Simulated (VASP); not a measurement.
HfO2:

```
Hf O
1.0
     4.79453    0.00000    0.00000
     0.00000    4.79453    0.00000
     0.00000    0.00000    3.06039
Hf O
2 4
Direct
  0.50000 0.50000 0.00000
  0.00000 0.00000 0.50000
  0.69487 0.69487 0.50000
  0.80513 0.19487 0.00000
  0.19487 0.80513 0.00000
  0.30513 0.30513 0.50000
```

- Program: VASP 6.6.1
- Task: relaxation of cell and atoms
- Functional: PBE
- Potentials or basis: VASP PAW PBE potentials, release 64 (Hf_pv, O)
- Cutoff: 600 eV
- k mesh: 4 × 4 × 6
- Occupations: gaussian, width 0.1 eV
- Spin: no spin polarisation

At the start: pressure 22.8 GPa; volume 11.73 Å³/atom.

Task: How do energy, volume and symmetry change on relaxing?

Result: Over 7 steps the energy falls by 81.0 meV/atom and the volume is 12.67 Å³/atom (+8.0 %); space group P4_2/mnm (No. 136, to 0.05 Å).

Step by step:
| step | energy change (eV) | largest force (eV/Å) | pressure (GPa) | volume (Å³) |
| --- | --- | --- | --- | --- |
| 1 | 0.0000 | 0.6830 | 22.79 | 70.35 |
| 2 | 0.7585 | 0.7507 | -24.87 | 88.61 |
| 3 | -0.4696 | 0.2560 | -1.53 | 76.69 |
| 4 | -0.4710 | 0.2252 | -0.60 | 76.38 |
| 5 | -0.4710 | 0.2129 | -0.18 | 76.25 |
| 6 | -0.4847 | 0.0727 | 0.11 | 76.08 |
| 7 | -0.4858 | 0.0173 | 0.23 | 76.00 |

Final structure:
```xyz
6
Lattice="4.8555 0.0000 0.0000 0.0000 4.8555 0.0000 0.0000 0.0000 3.2239" Properties=species:S:1:pos:R:3 pbc="T T T"
Hf    2.4277    2.4277    0.0000
Hf    0.0000    0.0000    1.6119
O     3.3740    3.3740    1.6119
O     3.9092    0.9462    0.0000
O     0.9462    3.9092    0.0000
O     1.4815    1.4815    1.6119
```

Caveat: the relaxation stopped at a loose force limit of 0.05 eV/Å, so its end isn't a converged minimum.
